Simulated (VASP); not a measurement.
Sr4TmSi:

```
Sr Tm Si
1.0
     4.34280    0.00000    0.00000
     0.00000    4.34280    0.00000
     0.00000    0.00000    7.53139
Sr Tm Si
4 1 1
Direct
  0.00000 0.00000 0.71859
  0.00000 0.00000 0.28141
  0.50000 0.00000 0.00000
  0.00000 0.50000 0.00000
  0.00000 0.00000 0.00000
  0.50000 0.50000 0.50000
```

The cell was generated, and may not be a known phase.

* Program: VASP 6.6.1
* Task: relaxation of cell and atoms
* Functional: PBE
* Potentials or basis: VASP PAW PBE potentials, release 64 (Sr_sv, Tm_3, Si), 4f in core
* Cutoff: 500 eV
* k mesh: 4 × 4 × 2
* Occupations: gaussian, width 0.2 eV
* Spin: no spin polarisation

At the start: pressure 58.5 GPa; volume 23.67 Å³/atom.

Q: How do energy, volume and symmetry change on relaxing?

A: Over 10 steps the energy falls by 2920.4 meV/atom and the volume is 60.87 Å³/atom (+157.1 %); space group P4/mmm (No. 123, to 0.1 Å) before and after.

Step by step:
| step | energy change (eV) | largest force (eV/Å) | pressure (GPa) | volume (Å³) |
| --- | --- | --- | --- | --- |
| 1 | 0.0000 | 14.3778 | 58.49 | 142.04 |
| 2 | -15.9600 | 3.3979 | 0.04 | 403.59 |
| 3 | -16.5136 | 1.4385 | 3.30 | 262.23 |
| 4 | -16.5366 | 2.7813 | 0.79 | 330.24 |
| 5 | -16.6690 | 2.2911 | 1.56 | 299.02 |
| 6 | -16.6555 | 2.4089 | 1.36 | 305.82 |
| 7 | -17.1661 | 1.3014 | 0.64 | 327.57 |
| 8 | -17.4592 | 0.1481 | -0.15 | 370.18 |
| 9 | -17.5007 | 0.1095 | -0.10 | 368.03 |
| 10 | -17.5224 | 0.0478 | -0.03 | 365.20 |

Final structure:
```
CELL_PARAMETERS angstrom
5.94342 0.00000 0.00000
0.00000 5.94342 0.00000
0.00000 0.00000 10.33866
ATOMIC_POSITIONS crystal
Sr 0.00000 0.00000 0.67523
Sr 0.00000 0.00000 0.32477
Sr 0.50000 0.00000 0.00000
Sr 0.00000 0.50000 0.00000
Tm 0.00000 0.00000 0.00000
Si 0.50000 0.50000 0.50000
```

Caveat: the k points lie up to 0.30 Å⁻¹ apart in the final cell, too coarse for converged energies and pressures of a metal; the volume moved by over 15 % at a fixed basis, so the end points are rough; the relaxation stopped at a loose force limit of 0.08 eV/Å, so its end isn't a converged minimum.
